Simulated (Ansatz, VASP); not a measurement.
**One calculation of Sb, two programs**

File INCAR:

```
SYSTEM = Sb
PREC = Accurate ; ENCUT = 520
EDIFF = 1E-6 ; ISMEAR = -1
SIGMA = 0.05 ; LREAL = .FALSE.
LASPH = .TRUE. ; NELM = 80
ALGO = Normal ; ISIF = 2
LWAVE = .FALSE. ; LCHARG = .FALSE.
GGA = PE ; NBANDS = 12
```

KPOINTS

```
regular mesh
0
G
  12 12 7
  0 0 0
```

Contents of POSCAR:

```
Sb
1.0
    3.3016201759      0.0000000000      0.0000000000
   -1.6508100880      2.8592869460      0.0000000000
    0.0000000000      0.0000000000      5.3300000000
Sb
2
Direct
    0.3333333333      0.6666666667      0.2500000000
    0.6666666667      0.3333333333      0.7500000000
```

Input for Ansatz:

```yaml
crystal:
  lattice:
    - [3.3016201759, 0.0, 0.0]
    - [-1.650810088, 2.859286946, 0.0]
    - [0.0, 0.0, 5.33]
  atoms:
    - { symbol: Sb, position: [0.3333333333, 0.6666666667, 0.25] }
    - { symbol: Sb, position: [0.6666666667, 0.3333333333, 0.75] }
kpoints:
  mp_grid: { grid: [12, 12, 7] }
  band_path:
    path:
      - [0.0, 0.0, 0.0]
      - [0.5, 0.0, 0.0]
      - [0.3333333333, 0.3333333333, 0.0]
      - [0.0, 0.0, 0.0]
      - [0.0, 0.0, 0.5]
      - [0.5, 0.0, 0.5]
      - [0.3333333333, 0.3333333333, 0.5]
      - [0.0, 0.0, 0.5]
      - [0.5, 0.0, 0.5]
    npoints: 5
scf:
  occupations: { method: fermi_dirac, width: 0.05 }
hamiltonian:
  xc: pbe
  pseudopotentials: { kind: all_electron, lapw: { basis_error: 0.0005 } }
output:
  forces: true
  stress: true
  eigenvalues: true
```

Change from the starting cell: equal xx and yy strain of -2 %.

Alike in both runs: task single point; functional PBE; k mesh 12 × 12 × 7; occupations fermi-dirac, width 0.05 eV; no spin polarisation.

|  | VASP | Ansatz |
| --- | --- | --- |
| version | VASP 6.6.1 | Ansatz 0.2.0 |
| potentials or method | VASP PAW PBE potentials, release 64 (Sb), cutoff 520 eV | all-electron LAPW, scalar-relativistic |

VASP gave:

- pressure (GPa): 6.0
- traceless stress, the component that is largest in VASP (GPa): -0.62

Problem. Which values does Ansatz return?

Solution. Pressure (GPa): 6.2; traceless stress, the component that is largest in VASP (GPa): -0.62.

Ansatz ran all-electron here, and VASP with PAW potentials.

Neither program's run includes spin-orbit coupling.
